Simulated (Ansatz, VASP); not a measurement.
# Two plane-wave programs on Co

File INCAR:

```
SYSTEM = Co
PREC = Accurate
ENCUT = 520
EDIFF = 1E-6
ISMEAR = -1
SIGMA = 0.1
LREAL = .False.
LASPH = .True.
NELM = 80
ALGO = Normal
ISIF = 2
LWAVE = .False.
LCHARG = .False.
GGA = PE
NBANDS = 16
```

Contents of KPOINTS:

```
regular mesh
0
Gamma
  7 7 4
  0 0 0
```

File POSCAR:

```
Co
1.0
    2.4583936733      0.0000000000      0.0000000000
   -1.2291968366      2.1290313736      0.0000000000
    0.0000000000      0.0000000000      3.9606917934
Co
2
Direct
    0.3333333333      0.6666666667      0.2500000000
    0.6666666667      0.3333333333      0.7500000000
```

Input for Ansatz:

```yaml
crystal:
  lattice:
    - [2.4583936733, 0.0, 0.0]
    - [-1.2291968366, 2.1290313736, 0.0]
    - [0.0, 0.0, 3.9606917934]
  atoms:
    - { symbol: Co, position: [0.3333333333, 0.6666666667, 0.25] }
    - { symbol: Co, position: [0.6666666667, 0.3333333333, 0.75] }
hamiltonian:
  xc: pbe
  pseudopotentials:
    kind: paw
    azcp:
      Co: "pseudopotentials/Co.paw.azcp"
basis:
  ecutwfc: 420
  fft_grid_basis: typed
kpoints:
  mp_grid: { grid: [7, 7, 4], shift: [0, 0, 0] }
magnetization:
  spin_polarized: false
scf:
  occupations: { method: fermi_dirac, width: 0.1 }
  lower_state_search: "off"
output:
  stress: true
```

Alike in both runs: task single point; functional PBE; k mesh 7 × 7 × 4; occupations fermi-dirac, width 0.1 eV; no spin polarisation.

|  | VASP | Ansatz |
| --- | --- | --- |
| version | VASP 6.6.1 | Ansatz 0.2.0 |
| potentials or method | VASP PAW PBE potentials, release 64 (Co), cutoff 520 eV | plane waves (420 eV) with PAW, scalar-relativistic |
| valence electrons in the cell | 18 | 34 |

Ansatz gave:

| Property | Result |
| --- | --- |
| pressure (GPa) | -0.7 |
| traceless stress, the component that is largest in VASP (GPa) | 2.06 |

Question: Which values does VASP return?

Answer: Pressure (GPa): -1.1; traceless stress, the component that is largest in VASP (GPa): 1.79.

The functional is the same, so the differences come from potentials, cutoffs and numerics. VASP's potentials hold 18 valence electrons a cell and Ansatz's 34, so a difference there can come from the potentials and not from the codes.

The k mesh is coarse, so the values compare programs but aren't converged.
